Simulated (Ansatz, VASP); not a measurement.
**Two plane-wave programs on MnS**

INCAR

```
PREC = Accurate
ENCUT = 520
EDIFF = 1E-6
ISMEAR = -1
SIGMA = 0.05
LREAL = False
LASPH = True
NELM = 150
ALGO = Normal
ISIF = 2
LWAVE = False
LCHARG = True
ISPIN = 2
MAGMOM = 3 3 0 0
LORBIT = 11
NUPDOWN = 6.0
LMAXMIX = 4
GGA = PS
LELF = True
LVHAR = True
NBANDS = 31
```

File KPOINTS:

```
Automatic mesh
0
Gamma
  7 7 4
```

POSCAR

```
MnS
1.0
    3.9535769233      0.0000000000      0.0000000000
   -1.9767884617      3.4238980514      0.0000000000
    0.0000000000      0.0000000000      6.3425288600
Mn S
2 2
Direct
    0.6666666667      0.3333333333      0.4988446700
    0.3333333333      0.6666666667      0.9988446700
    0.3333333333      0.6666666667      0.6261543000
    0.6666666667      0.3333333333      0.1261543000
```

The input input.yaml:

```yaml
crystal:
  lattice:
    - [3.9535769233, 0.0, 0.0]
    - [-1.9767884617, 3.4238980514, 0.0]
    - [0.0, 0.0, 6.34252886]
  atoms:
    - { symbol: Mn, position: [0.6666666667, 0.3333333333, 0.49884467], spin: 3.0 }
    - { symbol: Mn, position: [0.3333333333, 0.6666666667, 0.99884467], spin: 3.0 }
    - { symbol: S, position: [0.3333333333, 0.6666666667, 0.6261543] }
    - { symbol: S, position: [0.6666666667, 0.3333333333, 0.1261543] }
hamiltonian:
  xc: pbesol
  pseudopotentials: { kind: paw }
magnetization:
  spin_polarized: true
  initial_magnetization: 6.0
  spin_locking: { lock_magnetization: hard }
kpoints:
  mp_grid: { grid: [7, 7, 4] }
scf:
  occupations: { method: fermi_dirac, width: 0.05 }
  lower_state_search: "off"
output:
  forces: true
  stress: true
  eigenvalues: true
```

Alike in both runs: task single point; functional PBEsol; k mesh 7 × 7 × 4; occupations fermi-dirac, width 0.05 eV; collinear spin; fixed moment 6 μB.

|  | VASP | Ansatz |
| --- | --- | --- |
| version | VASP 6.6.1 | Ansatz 0.2.0 |
| potentials or method | VASP PAW PBE potentials, release 64 (Mn_pv, S) | Ansatz PAW |
| plane-wave cutoff (eV) | 520 | 420 |
| valence electrons in the cell | 38 | 42 |

Ansatz gave:

```
pressure (GPa)                                                : -14.3
traceless stress, the component that is largest in VASP (GPa) : 1.53
rms of the force components (eV/Å)                            : 0.029
net moment per atom (μB)                                      : 1.50
size of the moment on the site where the two differ most (μB) : 2.81
```

Problem. What did VASP give for the same quantities?

Solution. Pressure (GPa): -14.2; traceless stress, the component that is largest in VASP (GPa): 1.51; rms of the force components (eV/Å): 0.027; net moment per atom (μB): 1.50; size of the moment on the site where the two differ most (μB): 2.95.

VASP's potentials were made for PBE, not for PBEsol. Site moments also hang on the region over which each program counts them. Atom by atom the forces differ by 0.002 eV/Å (rms over components). The functional is the same, so the differences come from potentials, cutoffs and numerics. VASP's potentials hold 38 valence electrons a cell and Ansatz's 42, so a difference there can come from the potentials and not from the codes.
